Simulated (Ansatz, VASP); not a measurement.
## One calculation of Ti, two programs

Contents of INCAR:

```
AGGAC = 1.0 ; AGGAX = 1.0
ALDAC = 0.0 ; ALDAX = 1.0
ALGO = Normal ; EDIFF = 1E-6
ENCUT = 520 ; GGA = B5
ISIF = 2 ; ISMEAR = 1
LASPH = T ; LCHARG = T
LELF = T ; LREAL = F
LVHAR = T ; LWAVE = F
NBANDS = 25 ; NELM = 100
PREC = Accurate ; SIGMA = 0.02
```

KPOINTS

```
k-points
0
Gamma
  7 7 10
```

File POSCAR:

```
Ti
1.0
    4.6000000000      0.0000000000      0.0000000000
   -2.3000000000      3.9837168574      0.0000000000
    0.0000000000      0.0000000000      2.8200000000
Ti
3
Direct
    0.0000000000      0.0000000000      0.0000000000
    0.3333333333      0.6666666667      0.5000000000
    0.6666666667      0.3333333333      0.5000000000
```

Input for Ansatz:

```yaml
crystal:
  lattice:
    a: 4.6
    b: 4.6
    c: 2.82
    alpha: 90.0
    beta: 90.0
    gamma: 120.0
  atoms:
    - { symbol: Ti, position: [0.0, 0.0, 0.0] }
    - { symbol: Ti, position: [0.3333333333333333, 0.6666666666666666, 0.5] }
    - { symbol: Ti, position: [0.6666666666666666, 0.3333333333333333, 0.5] }
kpoints:
  mp_grid:
    grid: [7, 7, 10]
hamiltonian:
  xc: blyp
  pseudopotentials:
    kind: nc
scf:
  algorithm: direct_min
  occupations:
    method: cold
    width: 0.02
output:
  stress: true
```

Alike in both runs: task single point; functional BLYP; k mesh 7 × 7 × 10; no spin polarisation.

|  | VASP | Ansatz |
| --- | --- | --- |
| version | VASP 6.6.1 | Ansatz 0.2.0 |
| potentials or method | VASP PAW PBE potentials, release 64 (Ti_sv) | plane waves, norm-conserving potentials |
| plane-wave cutoff (eV) | 520 | 1155 |
| occupations | methfessel-paxton of order 1, width 0.02 eV | cold, width 0.02 eV |
| valence electrons in the cell | 36 | 36 |

```csv
,VASP,Ansatz,Ansatz less VASP
gap on the k mesh at the Fermi level (eV),none,none,-
pressure (GPa),2.0,2.2,+0.17
"traceless stress, the component that is largest in VASP (GPa)",1.12,1.09,-0.027
```

VASP's potentials were made for PBE, not for BLYP. A gap of «none» marks a metal or a gap that the smearing closes.
